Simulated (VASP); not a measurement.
Here is a VASP 6.6.1 calculation.

INCAR

```
SYSTEM = KF
  PREC = Accurate
  ENCUT = 520
  EDIFF = 1E-6
  ISMEAR = 0
  SIGMA = 0.05
  LREAL = .FALSE.
  LASPH = .TRUE.
  NELM = 80
  ALGO = Normal
  ISIF = 2
  LWAVE = .FALSE.
  LCHARG = .FALSE.
  GGA = CA
  NBANDS = 15
```

Contents of KPOINTS:

```
Automatic mesh
0
G
  8 8 8
  0 0 0
```

POSCAR

```
KF
1.0
    0.1414029317      2.6815753566      2.6815753566
    2.6815753566      0.1414029317      2.6815753566
    2.6815753566      2.6815753566      0.1414029317
K F
1 1
Direct
    0.0000000000      0.0000000000      0.0000000000
    0.5000000000      0.5000000000      0.5000000000
```

Potentials or basis: VASP PAW LDA potentials, release 64 (K_sv, F).

Launch:

```console
$ cat potpaw_LDA.64/K_sv/POTCAR potpaw_LDA.64/F/POTCAR > POTCAR
$ mpirun -np 1 vasp_std > vasp.out
```

Question: Predict the band gap on the k mesh.

Answer: 6.11 eV, direct.

Question: Estimate the pressure.

Answer: -1.3 GPa.

Stress tensor (GPa, compression positive):
```
-1.25 -0.89 -0.89
-0.89 -1.25 -0.89
-0.89 -0.89 -1.25
```

A k mesh can miss the band edges.
